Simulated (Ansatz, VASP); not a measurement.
Two plane-wave programs on KBr

```
K Br
1.0
     4.00952    0.00000    0.00000
     0.00000    4.00952    0.00000
     0.00000    0.00000    4.00952
K Br
1 1
Direct
  0.00000 0.00000 0.00000
  0.50000 0.50000 0.50000
```

Alike in both runs: task single point; functional revPBE; k mesh 4 × 4 × 4; occupations methfessel-paxton of order 1, width 0.02 eV; no spin polarisation.

|  | VASP | Ansatz |
| --- | --- | --- |
| version | VASP 6.6.1 | Ansatz 0.2.0 |
| potentials or method | VASP PAW PBE potentials, release 64 (K_sv, Br), cutoff 500 eV | plane waves, PAW |
| valence electrons in the cell | 16 | 16 |

|  | VASP | Ansatz | Ansatz less VASP |
| --- | --- | --- | --- |
| pressure (GPa) | 1.7 | 1.7 | -0.03 |

VASP's potentials were made for PBE, not for revPBE. The functional is the same, so the differences come from potentials, cutoffs and numerics.
